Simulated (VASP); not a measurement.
# InSb (lda) (Cmcm) in VASP: single point with LDA

Aim: the single point of InSb (lda) with LDA.

Program: VASP 6.6.1. These are calculated values, not measurements. Logs are shortened: lines on timing, memory, paths and dates and some standing lists are left out, and cuts for length are marked.

## Step 1: The cell of the first run

The structure is orthorhombic, space group Cmcm (No. 63). The conventional cell has a = 6.078 Å, b = 6.357 Å, c = 18.017 Å, α = 90.00°, β = 90.00°, γ = 90.00°. Within 4.0 Å of In (site symmetry m2m) lie 6 Sb at 3.04 to 3.30 Å and 2 In at 3.58 Å. In (site symmetry m) has 6 Sb at 3.05 to 3.66 Å and 2 In at 3.42 to 3.58 Å within 4.0 Å. Sb (site symmetry m2m) has 6 In at 3.04 to 3.19 Å and 2 Sb at 3.81 Å within 4.0 Å. Within 3.9 Å of Sb (site symmetry m) lie 2 Sb at 2.93 to 3.81 Å and 6 In at 3.05 to 3.66 Å.

## Step 2: Single point, LDA

Input file INCAR:

```
SYSTEM = InSb
  PREC = Accurate
  ENCUT = 500
  EDIFF = 1E-6
  ISMEAR = 0
  SIGMA = 0.1
  LREAL = .FALSE.
  LASPH = .TRUE.
  NELM = 120
  ALGO = Normal
  ISIF = 2
  LWAVE = .FALSE.
  LCHARG = .TRUE.
  GGA = CA
  LELF = .TRUE.
  LVHAR = .TRUE.
  NBANDS = 66
  GGA_COMPAT = .FALSE.
```

Input file KPOINTS:

```
Automatic mesh
0
G
  4 4 1
  0 0 0
```

Input file POSCAR:

```
InSb
1.0
    3.0391440000     -3.1785980000      0.0000000000
    3.0391440000      3.1785980000      0.0000000000
    0.0000000000      0.0000000000     18.0165480000
In Sb
6 6
Direct
    0.0796710000      0.9203290000      0.2500000000
    0.9203290000      0.0796710000      0.7500000000
    0.4138440000      0.5861560000      0.4102310000
    0.5861560000      0.4138440000      0.9102310000
    0.5861560000      0.4138440000      0.5897690000
    0.4138440000      0.5861560000      0.0897690000
    0.5772430000      0.4227570000      0.2500000000
    0.4227570000      0.5772430000      0.7500000000
    0.9187600000      0.0812400000      0.4239260000
    0.0812400000      0.9187600000      0.9239260000
    0.0812400000      0.9187600000      0.5760740000
    0.9187600000      0.0812400000      0.0760740000
```

Potentials or basis: VASP PAW LDA potentials, release 64 (In_d, Sb).

On the command line:

```bash
$ cat potpaw_LDA.64/In_d/POTCAR potpaw_LDA.64/Sb/POTCAR > POTCAR
$ mpirun -np 1 vasp_std > vasp.out
```

OUTCAR:

```text
SYSTEM = InSb
   PREC = Accurate
   ENCUT = 500
   EDIFF = 1E-6
   ISMEAR = 0
   LREAL = .FALSE.
   LASPH = .TRUE.
   NELM = 120
   ISIF = 2
   GGA = CA

 ion  position               nearest neighbor table
   1  0.080  0.920  0.250-   7 3.04   7 3.04   7 3.16   7 3.19   9 3.30  12 3.30   6 3.58   3 3.58

   2  0.920  0.080  0.750-   8 3.04   8 3.04   8 3.16   8 3.19  11 3.30  10 3.30   4 3.58   5 3.58

   3  0.414  0.586  0.410-   9 3.05   9 3.05   7 3.07   9 3.16   9 3.22   5 3.42   1 3.58  11 3.66

   4  0.586  0.414  0.910-  10 3.05  10 3.05   8 3.07  10 3.16  10 3.22   6 3.42   2 3.58  12 3.66

   5  0.586  0.414  0.590-  11 3.05  11 3.05   8 3.07  11 3.16  11 3.22   3 3.42   2 3.58   9 3.66

   6  0.414  0.586  0.090-  12 3.05  12 3.05   7 3.07  12 3.16  12 3.22   4 3.42   1 3.58  10 3.66

   7  0.577  0.423  0.250-   1 3.04   1 3.04   6 3.07   3 3.07   1 3.16   1 3.19
   8  0.423  0.577  0.750-   2 3.04   2 3.04   5 3.07   4 3.07   2 3.16   2 3.19
   9  0.919  0.081  0.424-  11 2.93   3 3.05   3 3.05   3 3.16   3 3.22   1 3.30   5 3.66
  10  0.081  0.919  0.924-  12 2.93   4 3.05   4 3.05   4 3.16   4 3.22   2 3.30   6 3.66
  11  0.081  0.919  0.576-   9 2.93   5 3.05   5 3.05   5 3.16   5 3.22   2 3.30   3 3.66
  12  0.919  0.081  0.076-  10 2.93   6 3.05   6 3.05   6 3.16   6 3.22   1 3.30   4 3.66

  LATTYP: Found a base centered orthorhombic cell.
 ALAT       =     6.0782880000
 B/A-ratio  =     1.0458859468
 C/A-ratio  =     2.9640826496

  Lattice vectors:

 A1 = (   3.0391440000,  -3.1785980000,   0.0000000000)
 A2 = (   3.0391440000,   3.1785980000,   0.0000000000)
 A3 = (   0.0000000000,   0.0000000000,  18.0165480000)

Analysis of symmetry for initial positions (statically):
=====================================================================
 Subroutine PRICEL returns:
 Original cell was already a primitive cell.

 Routine SETGRP: Setting up the symmetry group for a
 base centered orthorhombic supercell.

 Subroutine GETGRP returns: Found  8 space group operations
 (whereof  4 operations were pure point group operations)
 out of a pool of  8 trial point group operations.

The static configuration has the point symmetry C_2h.
 The point group associated with its full space group is D_2h.

Analysis of symmetry for dynamics (positions and initial velocities):
=====================================================================
 Subroutine PRICEL returns:
 Original cell was already a primitive cell.

 Routine SETGRP: Setting up the symmetry group for a
 base centered orthorhombic supercell.

[... 120 lines left out ...]
   EMIN   =  10.00;   EMAX   =-10.00  energy-range for DOS
   EFERMI =   0.00;   METHOD = LEGACY
   ISMEAR =     0;   SIGMA  =   0.10  broadening in eV -4-tet -1-fermi 0-gaus
   EFERMI_NEDOS =   21; number of points for ismear=-14 and -15
   IALGO  =     38    algorithm
   IMIX   =      4    mixing-type and parameters
     AMIX     =   0.40;   BMIX     =  1.00
     AMIX_MAG =   1.60;   BMIX_MAG =  1.00
  volume/ion in A,a.u.               =      29.01       195.75
  Fermi-wavevector in a.u.,A,eV,Ry     =   1.108290  2.094364 16.712116  1.228306
  Thomas-Fermi vector in A             =   2.244815
   LORBIT       =      0    0 simple, 1 ext, 2 COOP (PROOUT), +10 PAW based schemes
   GGA     = CA    functional components
   LHFCALC =     F    Hartree Fock is set to
   AEXX    =    0.0000 exact exchange contribution
   IVDW    =     0    specifies the selected vdW correction
   LEPSILON=     F    determine dielectric tensor
   LRPA    =     F    only Hartree local field effects (RPA)
 non-spin polarized calculation
 Gauss-broadening in eV      SIGMA  =   0.10
  energy-cutoff  :      500.00
  volume of cell :      348.09
 maximum number of plane-waves:      8861
   NGX = 17   NGY = 17   NGZ = 65

 number of electron     108.0000002 magnetization

 Free energy of the ion-electron system (eV)
  ---------------------------------------------------
  ext. energy  EPLUGINS =         0.00000000
  ---------------------------------------------------
  free energy    TOTEN  =       -47.90149452 eV

  energy without entropy =      -47.86407761  energy(sigma->0) =      -47.88278607

 E-fermi :   6.6703     XC(G=0):  -9.9597

 val. band max:        6.6651734967   @ k =   0.5000   0.0000   0.0000
 cond. band min:       6.7203310099   @ k =   0.2500   0.0000   0.0000
 fundamental gap:      0.0551575132
 Fermi energy:         6.6703359423

 k-point     1 :       0.0000    0.0000    0.0000
  band No.  band energies     occupation
      1      -7.9749      2.00000
      2      -7.9733      2.00000
      3      -7.9492      2.00000
      4      -7.9154      2.00000
      5      -7.8988      2.00000
      6      -7.8812      2.00000
[... 472 lines left out ...]
     65      11.3220      0.00000
     66      11.3367      0.00000

------------------------ aborting loop because EDIFF is reached ----------------------------------------

  FORCE on cell =-STRESS in cart. coord.  units (eV):
  Direction    XX          YY          ZZ          XY          YZ          ZX
  --------------------------------------------------------------------------------------
  -------------------------------------------------------------------------------------
  Total       -9.1275830     -6.7840152     -9.2831278      0.0000000      0.0000000      0.0000000
  in kB      -42.0124405    -31.2254662    -42.7283819      0.0000000      0.0000000      0.0000000
  external PRESSURE =     -38.6554295 kB  Pullay stress =       0.0000000 kB

 VOLUME and BASIS-vectors are now :
 -----------------------------------------------------------------------------
  energy-cutoff  :      500.00
  volume of cell :      348.09
      direct lattice vectors                 reciprocal lattice vectors
     3.039144000 -3.178598000  0.000000000     0.164520010 -0.157302056  0.000000000
     3.039144000  3.178598000  0.000000000     0.164520010  0.157302056  0.000000000
     0.000000000  0.000000000 18.016548000     0.000000000  0.000000000  0.055504528

 POSITION                                       TOTAL-FORCE (eV/Angst)
 -----------------------------------------------------------------------------------
      3.03914      2.67211      4.50414         0.000000      0.075939     -0.000000
      3.03914     -2.67211     13.51241         0.000000     -0.075939     -0.000000
      3.03914      0.54771      7.39095         0.000000      0.000073     -0.018267
      3.03914     -0.54771     16.39922         0.000000     -0.000073     -0.018267
      3.03914     -0.54771     10.62560         0.000000     -0.000073      0.018267
      3.03914      0.54771      1.61733         0.000000      0.000073      0.018267
      3.03914     -0.49105      4.50414         0.000000      0.102239     -0.000000
      3.03914      0.49105     13.51241         0.000000     -0.102239     -0.000000
      3.03914     -2.66214      7.63768         0.000000     -0.210347      0.295635
      3.03914      2.66214     16.64596         0.000000      0.210347      0.295635
      3.03914      2.66214     10.37886         0.000000      0.210347     -0.295635
      3.03914     -2.66214      1.37059         0.000000     -0.210347     -0.295635
 -----------------------------------------------------------------------------------
    total drift:                                0.000000      0.000000      0.000000

  FREE ENERGIE OF THE ION-ELECTRON SYSTEM (eV)
  ---------------------------------------------------
  free  energy   TOTEN  =       -47.9014945229 eV

  energy  without entropy=      -47.8640776134  energy(sigma->0) =      -47.88278607
```

OSZICAR:

```text
N       E                     dE             d eps       ncg     rms          rms(c)
DAV:   1     0.104899651889E+04    0.10490E+04   -0.44027E+04   924   0.171E+03
DAV:   2     0.954951644458E+02   -0.95350E+03   -0.93152E+03   940   0.458E+02
DAV:   3    -0.393837967070E+02   -0.13488E+03   -0.12850E+03  1092   0.190E+02
DAV:   4    -0.479196085940E+02   -0.85358E+01   -0.83929E+01  1094   0.474E+01
DAV:   5    -0.482946044956E+02   -0.37500E+00   -0.37304E+00  1264   0.946E+00    0.829E+00
DAV:   6    -0.479507844115E+02    0.34382E+00   -0.75676E-01  1232   0.677E+00    0.432E+00
DAV:   7    -0.479098987621E+02    0.40886E-01   -0.35737E-01  1240   0.422E+00    0.985E-01
DAV:   8    -0.479025949599E+02    0.73038E-02   -0.39750E-02  1192   0.261E+00    0.739E-01
DAV:   9    -0.479017610335E+02    0.83393E-03   -0.21301E-02  1208   0.106E+00    0.402E-01
DAV:  10    -0.479015976781E+02    0.16336E-03   -0.38190E-03  1160   0.604E-01    0.994E-02
DAV:  11    -0.479014838381E+02    0.11384E-03   -0.65968E-04  1240   0.375E-01    0.330E-02
DAV:  12    -0.479015039346E+02   -0.20097E-04   -0.18421E-04  1336   0.790E-02    0.237E-02
DAV:  13    -0.479014946729E+02    0.92617E-05   -0.27804E-05  1208   0.537E-02    0.568E-03
DAV:  14    -0.479014945229E+02    0.15001E-06   -0.78159E-06  1080   0.165E-02
   1 F= -.47901495E+02 E0= -.47882786E+02  d E =-.374169E-01
```

Run time: 3 min. Hardware: 1 thread of Intel Xeon Platinum 8259CL at 2.50GHz (Skylake/Cascade Lake), shared host; peak memory 0.35 GiB.

What came out:

```
Free energy            : -47.9015 eV
Pressure               : -3.9 GPa
Largest force          : 0.363 eV/Å
Band gap on the k mesh : zero (band 54 reaches 7.06 eV, above the bottom of band 55 at 4.55 eV)
```

Forces on the atoms (eV/Å):
```
In   0.000  0.076  0.000
In   0.000 -0.076  0.000
In   0.000  0.000 -0.018
In   0.000  0.000 -0.018
In   0.000  0.000  0.018
In   0.000  0.000  0.018
Sb   0.000  0.102  0.000
Sb   0.000 -0.102  0.000
Sb   0.000 -0.210  0.296
Sb   0.000  0.210  0.296
Sb   0.000  0.210 -0.296
Sb   0.000 -0.210 -0.296
```

Caveat: spin-orbit coupling is left out, which moves the levels of the heavy elements.
